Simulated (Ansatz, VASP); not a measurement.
Cd in VASP and in Ansatz

```
Cd
1.0
    -1.74443    1.74443    1.74443
     1.74443   -1.74443    1.74443
     1.74443    1.74443   -1.74443
Cd
1
Direct
  0.00000 0.00000 0.00000
```

Alike in both runs: task single point; functional r2SCAN; k mesh 14 × 14 × 14; occupations fermi-dirac, width 0.1 eV; no spin polarisation.

|  | VASP | Ansatz |
| --- | --- | --- |
| version | VASP 6.6.1 | Ansatz 0.2.0 |
| potentials or method | VASP PAW PBE potentials, release 64 (Cd), cutoff 520 eV | plane waves (500 eV) with PAW, scalar-relativistic |
| valence electrons in the cell | 12 | 20 |

```tsv
	VASP	Ansatz	Ansatz less VASP
pressure (GPa)	2.4	2.1	-0.33
```

VASP's potentials were made for PBE, not for r2SCAN. VASP's potentials hold 12 valence electrons a cell and Ansatz's 20, so a difference there can come from the potentials and not from the codes.
